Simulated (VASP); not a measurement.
# MnSb (Fm-3m) in VASP: notebook

MnSb is run at these levels: PBE; tasks: single point.

Program: VASP 6.6.1. These are calculated values, not measurements. Logs are shortened: lines on timing, memory, paths and dates and some standing lists are left out, and cuts for length are marked.

### Step 1. The cell of the first run

It takes space group Fm-3m (No. 225, cubic). Conventional cell: a = 5.476 Å, b = 5.476 Å, c = 5.476 Å, α = 90.00°, β = 90.00°, γ = 90.00°. Mn (site symmetry m-3m) has 6 Sb at 2.74 Å within 3.6 Å. Sb (site symmetry m-3m) has 6 Mn at 2.74 Å within 3.6 Å.

### Step 2. Single point, PBE (volume scaled by 0.94)

Input file INCAR:

```
PREC = Accurate
ENCUT = 520
EDIFF = 1E-7
ISMEAR = -1
SIGMA = 0.08
LREAL = F
LASPH = T
NELM = 80
ALGO = Normal
ISIF = 2
LWAVE = F
LCHARG = T
GGA = PE
LELF = T
LVHAR = T
NBANDS = 16
```

Input file KPOINTS:

```
Automatic mesh
0
Gamma
  12 12 12
```

Input file POSCAR:

```
MnSb
1.0
    0.0000000000      2.7379588472      2.7379588472
    2.7379588472      0.0000000000      2.7379588472
    2.7379588472      2.7379588472      0.0000000000
Mn Sb
1 1
Direct
    0.0000000000      0.0000000000      0.0000000000
    0.5000000000      0.5000000000      0.5000000000
```

Potentials or basis: VASP PAW PBE potentials, release 64 (Mn_pv, Sb).

Command:

```console
> cat potpaw_PBE.64/Mn_pv/POTCAR potpaw_PBE.64/Sb/POTCAR > POTCAR
> mpirun -np 1 vasp_std > vasp.out
```

OUTCAR:

```text
PREC = Accurate
   ENCUT = 520
   EDIFF = 1E-7
   ISMEAR = -1
   LREAL = F
   LASPH = T
   NELM = 80
   ISIF = 2
   GGA = PE

 ion  position               nearest neighbor table
   1  0.000  0.000  0.000-   2 2.74   2 2.74   2 2.74   2 2.74   2 2.74   2 2.74
   2  0.500  0.500  0.500-   1 2.74   1 2.74   1 2.74   1 2.74   1 2.74   1 2.74

  LATTYP: Found a face centered cubic cell.
 ALAT       =     5.4759176944

  Lattice vectors:

 A1 = (   0.0000000000,   2.7379588472,   2.7379588472)
 A2 = (   2.7379588472,   0.0000000000,   2.7379588472)
 A3 = (   2.7379588472,   2.7379588472,   0.0000000000)

Analysis of symmetry for initial positions (statically):
=====================================================================
 Subroutine PRICEL returns:
 Original cell was already a primitive cell.

 Routine SETGRP: Setting up the symmetry group for a
 face centered cubic supercell.

 Subroutine GETGRP returns: Found 48 space group operations
 (whereof 48 operations were pure point group operations)
 out of a pool of 48 trial point group operations.

The static configuration has the point symmetry O_h .

Analysis of symmetry for dynamics (positions and initial velocities):
=====================================================================
 Subroutine PRICEL returns:
 Original cell was already a primitive cell.

 Routine SETGRP: Setting up the symmetry group for a
 face centered cubic supercell.

 Subroutine GETGRP returns: Found 48 space group operations
 (whereof 48 operations were pure point group operations)
 out of a pool of 48 trial point group operations.

The dynamic configuration has the point symmetry O_h .

 Subroutine INISYM returns: Found 48 space group operations
 (whereof 48 operations are pure point group operations),
 and found     1 'primitive' translations

----------------------------------------------------------------------------------------

                                     Primitive cell

  volume of cell :      41.0498

  direct lattice vectors                    reciprocal lattice vectors
     0.000000000  2.737958847  2.737958847    -0.182617792  0.182617792  0.182617792
     2.737958847  0.000000000  2.737958847     0.182617792 -0.182617792  0.182617792
     2.737958847  2.737958847  0.000000000     0.182617792  0.182617792 -0.182617792

  length of vectors
     3.872058535  3.872058535  3.872058535     0.316303295  0.316303295  0.316303295

  position of ions in fractional coordinates (direct lattice)
     0.000000000  0.000000000  0.000000000
     0.500000000  0.500000000  0.500000000

  ion indices of the primitive-cell ions
   primitive index   ion index
                 1           1
                 2           2

----------------------------------------------------------------------------------------

 KPOINTS: Automatic mesh

Automatic generation of k-mesh.
 Grid dimensions read from file:
 generate k-points for:   12   12   12

 Generating k-lattice:

  Cartesian coordinates                     Fractional coordinates (reciprocal lattice)
    -0.015218149  0.015218149  0.015218149     0.083333333  0.000000000  0.000000000
     0.015218149 -0.015218149  0.015218149     0.000000000  0.083333333  0.000000000
     0.015218149  0.015218149 -0.015218149     0.000000000  0.000000000  0.083333333

  Length of vectors
     0.026358608  0.026358608  0.026358608

  Shift w.r.t. Gamma in fractional coordinates (k-lattice)
     0.000000000  0.000000000  0.000000000

 Subroutine IBZKPT returns following result:
 ===========================================

 Found     72 irreducible k-points:

 Following reciprocal coordinates:
            Coordinates               Weight
  0.000000  0.000000  0.000000      1.000000
  0.083333  0.000000  0.000000      8.000000
  0.166667  0.000000  0.000000      8.000000
  0.250000  0.000000  0.000000      8.000000
  0.333333  0.000000  0.000000      8.000000
  0.416667  0.000000  0.000000      8.000000
[... 16 lines left out ...]
  0.500000  0.166667  0.000000     24.000000
 -0.416667  0.166667  0.000000     24.000000
 [... further k-points ...]
   k-points           NKPTS =     72   k-points in BZ     NKDIM =     72   number of bands    NBANDS=     16
   number of dos      NEDOS =    301   number of ions     NIONS =      2
   total plane-waves  NPLWV =  27000
   dimension x,y,z NGX =    30 NGY =   30 NGZ =   30
   dimension x,y,z NGXF=    60 NGYF=   60 NGZF=   60
   ions per type =               1   1
   NGX,Y,Z   is equivalent  to a cutoff of  12.88, 12.88, 12.88 a.u.
   NGXF,Y,Z  is equivalent  to a cutoff of  25.76, 25.76, 25.76 a.u.
 SYSTEM =  unknown system
   PREC   = accura    normal or accurate (medium, high low for compatibility)
   ISTART =      0    job   : 0-new  1-cont  2-samecut
   ICHARG =      2    charge: 1-file 2-atom 10-const
   ISPIN  =      1    spin polarized calculation?
   LNONCOLLINEAR =      F non collinear calculations
   LSORBIT =      F    spin-orbit coupling
   LASPH  =      T    aspherical Exc in radial PAW
   ENCUT  =  520.0 eV  38.22 Ry    6.18 a.u.   7.20  7.20  7.20*2*pi/ulx,y,z
   NELM   =     80;   NELMIN=  2; NELMDL= -5     # of ELM steps
   EDIFF  = 0.1E-06   stopping-criterion for ELM
   LREAL  =      F    real-space projection
   EDIFFG = 0.1E-05   stopping-criterion for IOM
   NSW    =      0    number of steps for IOM
   IBRION =     -1    ionic relax: 0-MD 1-quasi-New 2-CG
   NFREE  =      0    steps in history (QN), initial steepest desc. (CG)
   ISIF   =      2    stress and relaxation
   ISYM   =      2    0-nonsym 1-usesym 2-fastsym
   POTIM  = 0.5000    time-step for ionic-motion
   TEBEG  =    0.0;   TEEND  =   0.0 temperature during run
   PSTRESS=    0.0 pullay stress
   NELECT =      18.0000    total number of electrons
   NUPDOWN=      -1.0000    fix difference up-down
   EMIN   =  10.00;   EMAX   =-10.00  energy-range for DOS
   EFERMI =   0.00;   METHOD = LEGACY
   ISMEAR =    -1;   SIGMA  =   0.08  broadening in eV -4-tet -1-fermi 0-gaus
   EFERMI_NEDOS =   21; number of points for ismear=-14 and -15
   IALGO  =     38    algorithm
   IMIX   =      4    mixing-type and parameters
     AMIX     =   0.40;   BMIX     =  1.00
     AMIX_MAG =   1.60;   BMIX_MAG =  1.00
  volume/ion in A,a.u.               =      20.52       138.51
  Fermi-wavevector in a.u.,A,eV,Ry     =   1.243738  2.350323 21.046623  1.546883
  Thomas-Fermi vector in A             =   2.378035
   LORBIT       =      0    0 simple, 1 ext, 2 COOP (PROOUT), +10 PAW based schemes
   GGA     = PE    functional components
   LHFCALC =     F    Hartree Fock is set to
   AEXX    =    0.0000 exact exchange contribution
   IVDW    =     0    specifies the selected vdW correction
   LEPSILON=     F    determine dielectric tensor
   LRPA    =     F    only Hartree local field effects (RPA)
 non-spin polarized calculation
  energy-cutoff  :      520.00
  volume of cell :       41.05
 maximum number of plane-waves:      1125
 NGX is ok and might be reduce to    30
   NGX = 15   NGY = 15   NGZ = 15

 number of electron      18.0000009 magnetization

 Free energy of the ion-electron system (eV)
  ---------------------------------------------------
  ext. energy  EPLUGINS =         0.00000000
  ---------------------------------------------------
  free energy    TOTEN  =       -11.57543949 eV

  energy without entropy =      -11.44391522  energy(sigma->0) =      -11.50967736

 E-fermi :   7.8465     XC(G=0): -10.9076

 val. band max:        7.8363579219   @ k =  -0.4167   0.4167   0.0833
 cond. band min:       7.8551777737   @ k =  -0.2500   0.5000   0.2500
 fundamental gap:      0.0188198518
 Fermi energy:         7.8465405048

 k-point     1 :       0.0000    0.0000    0.0000
  band No.  band energies     occupation
      1     -39.6886      2.00000
      2     -39.6886      2.00000
      3     -39.6886      2.00000
      4      -3.6717      2.00000
      5       7.0951      1.99983
      6       7.0951      1.99983
[... 8 lines left out ...]
     15      17.0530      0.00000
     16      17.0530      0.00000

 k-point     2 :       0.0833    0.0000    0.0000
  band No.  band energies     occupation
      1     -39.6890      2.00000
      2     -39.6886      2.00000
      3     -39.6886      2.00000
      4      -3.5755      2.00000
      5       6.9311      1.99998
      6       7.0150      1.99994
[... 8 lines left out ...]
     15      17.0329      0.00000
     16      17.0329      0.00000

 k-point     3 :       0.1667    0.0000    0.0000
  band No.  band energies     occupation
      1     -39.6900      2.00000
      2     -39.6886      2.00000
      3     -39.6886      2.00000
      4      -3.2914      2.00000
      5       6.2586      2.00000
      6       6.6420      2.00000
[... 8 lines left out ...]
     15      16.4692      0.00000
     16      16.5501      0.00000

 k-point     4 :       0.2500    0.0000    0.0000
  band No.  band energies     occupation
      1     -39.6913      2.00000
      2     -39.6886      2.00000
      3     -39.6886      2.00000
      4      -2.8366      2.00000
      5       5.0493      2.00000
      6       6.2368      2.00000
[... 8 lines left out ...]
     15      15.5143      0.00000
     16      17.4689      0.00000
[... 324 lines left out ...]
 k-point    22 :       0.4167    0.1667    0.0000
  band No.  band energies     occupation
      1     -39.6928      2.00000
      2     -39.6893      2.00000
      3     -39.6893      2.00000
      4      -1.8148      2.00000
      5       3.5393      2.00000
      6       5.4703      2.00000
[... 8 lines left out ...]
     15      16.4143      0.00000
     16      17.1138      0.00000

 k-point    23 :       0.5000    0.1667    0.0000
  band No.  band energies     occupation
      1     -39.6934      2.00000
      2     -39.6895      2.00000
      3     -39.6891      2.00000
      4      -1.3393      2.00000
      5       2.7843      2.00000
      6       5.2576      2.00000
[... 8 lines left out ...]
     15      15.8205      0.00000
     16      18.1300      0.00000

 k-point    24 :      -0.4167    0.1667    0.0000
  band No.  band energies     occupation
      1     -39.6935      2.00000
      2     -39.6898      2.00000
      3     -39.6888      2.00000
      4      -1.2478      2.00000
      5       2.6454      2.00000
      6       5.2069      2.00000
[... 8 lines left out ...]
     15      15.4026      0.00000
     16      19.2945      0.00000

 [... further k-points ...]

------------------------ aborting loop because EDIFF is reached ----------------------------------------

  FORCE on cell =-STRESS in cart. coord.  units (eV):
  Direction    XX          YY          ZZ          XY          YZ          ZX
  --------------------------------------------------------------------------------------
  -------------------------------------------------------------------------------------
  Total       -2.7107804     -2.7107804     -2.7107804      0.0000000      0.0000000     -0.0000000
  in kB     -105.8020733   -105.8020733   -105.8020733      0.0000000      0.0000000     -0.0000000
  external PRESSURE =    -105.8020733 kB  Pullay stress =       0.0000000 kB

 VOLUME and BASIS-vectors are now :
 -----------------------------------------------------------------------------
  energy-cutoff  :      520.00
  volume of cell :       41.05
      direct lattice vectors                 reciprocal lattice vectors
     0.000000000  2.737958847  2.737958847    -0.182617792  0.182617792  0.182617792
     2.737958847  0.000000000  2.737958847     0.182617792 -0.182617792  0.182617792
     2.737958847  2.737958847  0.000000000     0.182617792  0.182617792 -0.182617792

 POSITION                                       TOTAL-FORCE (eV/Angst)
 -----------------------------------------------------------------------------------
      0.00000      0.00000      0.00000         0.000000      0.000000      0.000000
      2.73796      2.73796      2.73796         0.000000     -0.000000     -0.000000
 -----------------------------------------------------------------------------------
    total drift:                               -0.000000      0.000000      0.000000

  FREE ENERGIE OF THE ION-ELECTRON SYSTEM (eV)
  ---------------------------------------------------
  free  energy   TOTEN  =       -11.5754394901 eV

  energy  without entropy=      -11.4439152214  energy(sigma->0) =      -11.50967736
```

Wall time 28 s (1 thread of Intel Xeon 6975P-C (Granite Rapids), shared host); peak memory 0.19 GiB.

Results:

| Item | Value |
| --- | --- |
| Free energy | -11.5754 eV |
| Pressure | -10.6 GPa |
| Band gap on the k mesh | zero (filled and empty bands overlap) |

Caveat: the cell differs from its parent crystal (volume scaled by 0.94); spin-orbit coupling is left out, which moves the levels of the heavy elements. Spin polarisation is off, so any magnetic state and its effect on volume and gap are missing.

### Step 3. Single point, PBE

This run uses another cell than the first one, of 21.83 Å³/atom, 1.064 times its volume.

Input file INCAR:

```
  PREC = Accurate
  ENCUT = 520
  EDIFF = 1E-7
  ISMEAR = -1
  SIGMA = 0.08
  LREAL = F
  LASPH = T
  NELM = 60
  ALGO = Normal
  ISIF = 2
  LWAVE = F
  LCHARG = F
  GGA = PE
  NBANDS = 16
```

Input file KPOINTS:

```
regular mesh
0
Gamma
  12 12 12
```

Input file POSCAR:

```
MnSb
1.0
    0.0000000000      2.7950160000      2.7950160000
    2.7950160000      0.0000000000      2.7950160000
    2.7950160000      2.7950160000      0.0000000000
Mn Sb
1 1
Direct
    0.0000000000      0.0000000000      0.0000000000
    0.5000000000      0.5000000000      0.5000000000
```

Potentials or basis: VASP PAW PBE potentials, release 64 (Mn_pv, Sb).

Command:

```console
> cat potpaw_PBE.64/Mn_pv/POTCAR potpaw_PBE.64/Sb/POTCAR > POTCAR
> mpirun -np 1 vasp_std > vasp.out
```

Run time: 26 s. Hardware: 1 thread of Intel Xeon 6975P-C (Granite Rapids), shared host; peak memory 0.2 GiB.

The run converged. Its results:

* Free energy: -11.3762 eV
* Pressure: -13.6 GPa
* Band gap on the k mesh: zero (band 9 reaches 7.15 eV, above the bottom of band 10 at 7.14 eV)

Levels at points of the mesh, in eV from the Fermi level:
```
           k point  band 7  band 8  band 9  band 10  band 11  band 12
(0.00, 0.00, 0.00)   -0.67   -0.56   -0.56     1.62     1.62     1.62
(0.50, 0.00, 0.00)   -2.07   -0.15   -0.15     0.08     3.79     3.79
(0.50, 0.50, 0.00)   -1.07   -1.07   -0.31     0.03     0.03     0.39
```

Caveat: spin-orbit coupling is left out, which moves the levels of the heavy elements.
